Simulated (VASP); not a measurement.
**K: single point with PBEsol**

The system is K.

```
K
1.0
     5.22000    0.00000    0.00000
     0.00000    5.22000    0.00000
     0.00000    0.00000    5.22000
K
2
Direct
  0.00000 0.00000 0.00000
  0.50000 0.50000 0.50000
```

- Program: VASP 6.6.1
- Task: single point
- Functional: PBEsol
- Potentials or basis: VASP PAW PBE potentials, release 64 (K_sv)
- Cutoff: 520 eV
- k mesh: 9 × 9 × 9
- Occupations: fermi-dirac, width 0.05 eV
- Spin: no spin polarisation
- Dipole correction: no
- Further INCAR settings: ALGO = Normal; EDIFF = 1e-06; NBANDS = 16

The pressure is 0.0 GPa and the band gap on the k mesh is zero (bands 9 and 10 overlap by 1.38 eV).

Levels at points of the mesh, in eV from the Fermi level:
```csv
k point,band 7,band 8,band 9,band 10,band 11,band 12
"(0.00, 0.00, 0.00)",-15.47,-15.47,-2.20,1.66,1.66,3.56
```

It took 2.1 min on 1 thread of Intel Xeon 8259CL, with other jobs on the host, peak memory 0.26 GiB.

Caveat: the PAW data sets were made with another functional, which shifts forces and pressure a little.
